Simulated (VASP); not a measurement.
Wanted: the native input for a VASP 6.6.1 run.

```
Task                   : single point
Functional             : r2SCAN
Potentials or basis    : VASP PAW PBE potentials, release 64 (Sn_d, Se)
Cutoff                 : 520 eV
k mesh                 : 8 × 8 × 8
Occupations            : fermi-dirac, width 0.02 eV
Spin                   : no spin polarisation
Dipole correction      : no
Further INCAR settings : ALGO = Normal; EDIFF = 1e-06; NBANDS = 17
```

Crystal: SnSe.

```
Sn Se
1.0
     0.04027    3.01236    3.01236
     3.01236    0.04027    3.01236
     3.01236    3.01236    0.04027
Sn Se
1 1
Direct
  0.00000 0.00000 0.00000
  0.50000 0.50000 0.50000
```

This cell differs from its parent crystal: epitaxial 111 strain -1.0%.

The input as run:

POSCAR

```
SnSe
1.0
    0.0402700820      3.0123621042      3.0123621042
    3.0123621042      0.0402700820      3.0123621042
    3.0123621042      3.0123621042      0.0402700820
Sn Se
1 1
Direct
    0.0000000000      0.0000000000      0.0000000000
    0.5000000000      0.5000000000      0.5000000000
```

INCAR.step1

```
SYSTEM = SnSe
PREC = Accurate
ENCUT = 520
ISMEAR = -1
SIGMA = 0.02
LREAL = .FALSE.
LASPH = .TRUE.
NELM = 100
NBANDS = 17
GGA = PE
ALGO = Normal
EDIFF = 1E-4
LWAVE = .TRUE.
LCHARG = .FALSE.
```

INCAR.step2

```
SYSTEM = SnSe
PREC = Accurate
ENCUT = 520
EDIFF = 1E-6
ISMEAR = -1
SIGMA = 0.02
LREAL = .FALSE.
LASPH = .TRUE.
NELM = 100
ALGO = Normal
ISIF = 2
LWAVE = .FALSE.
LCHARG = .TRUE.
METAGGA = R2SCAN
LMIXTAU = .TRUE.
LELF = .TRUE.
LVHAR = .TRUE.
NBANDS = 17
ISTART = 1
```

KPOINTS

```
regular mesh
0
G
  8 8 8
  0 0 0
```

Potentials or basis: VASP PAW PBE potentials, release 64 (Sn_d, Se).

Command:

```bash
$ cat potpaw_PBE.64/Sn_d/POTCAR potpaw_PBE.64/Se/POTCAR > POTCAR
$ cp INCAR.step1 INCAR
$ mpirun -np 1 vasp_std > vasp.out
$ cp INCAR.step2 INCAR
$ mpirun -np 1 vasp_std > vasp.out
```

It gave:

| Item | Value |
| --- | --- |
| Pressure | 0.8 GPa |
| Band gap on the k mesh | 0.39 eV (least direct gap 0.53 eV) |

Caveat: the cell differs from its parent crystal (epitaxial 111 strain -1.0%); the structure was generated, so it needn't be the stable form of SnSe; semilocal functionals underestimate gaps, and a narrow one can read as zero; the PAW data sets were made with another functional, which shifts forces and pressure a little; spin-orbit coupling is left out, which moves the levels of the heavy elements.

Wall time 61 s on 1 thread of Intel(R) Xeon(R) 6975P-C (Granite Rapids) (shared host), peak memory 0.22 GiB.
